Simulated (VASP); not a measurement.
A run of VASP 6.6.1 is set up as follows.

The input INCAR:

```
PREC = Accurate
ENCUT = 520
EDIFF = 1E-6
ISMEAR = 0
SIGMA = 0.03
LREAL = False
LASPH = True
NELM = 100
ALGO = Normal
ISIF = 2
LWAVE = False
LCHARG = False
GGA = PE
NBANDS = 18
```

File KPOINTS:

```
regular mesh
0
Gamma
  10 10 8
```

Contents of POSCAR:

```
P
1.0
    1.6552162270     -5.6427177482      0.0000000000
    1.6552162270      5.6427177482      0.0000000000
    0.0000000000      0.0000000000      4.5577728156
P
4
Direct
    0.0940707809      0.9059292191      0.9576013208
    0.5940707809      0.4059292191      0.5862797606
    0.9059292191      0.0940707809      0.0862797606
    0.4059292191      0.5940707809      0.4137202394
```

Potentials or basis: VASP PAW PBE potentials, release 64 (P).

The run is started by

```bash
$ cat potpaw_PBE.64/P/POTCAR > POTCAR
$ mpirun -np 1 vasp_std > vasp.out
```

Question: Estimate the largest force.

Answer: 2.145 eV/Å.

Question: Estimate the pressure.

Answer: -1.6 GPa.

Question: What does it give for the band gap on the k mesh?

Answer: 0.32 eV (least direct gap 0.37 eV).

Forces in eV/Å, atoms in the order of the input:
```
P    0.000 -0.109 -2.142
P    0.000 -0.136  1.588
P    0.000  0.083  0.216
P    0.000  0.161  0.338
```

Caveat: the cell differs from its parent crystal (atom 1 (P) moved by (+0.000, +0.200) A along [1 1 0] and z); the stress differs along the axes, from -5 to 1 GPa; semilocal functionals underestimate gaps, and a narrow one can read as zero; forces of over 1 eV/Å act on the atoms, so gaps and moduli don't describe the material at rest. A k mesh can miss the band edges.
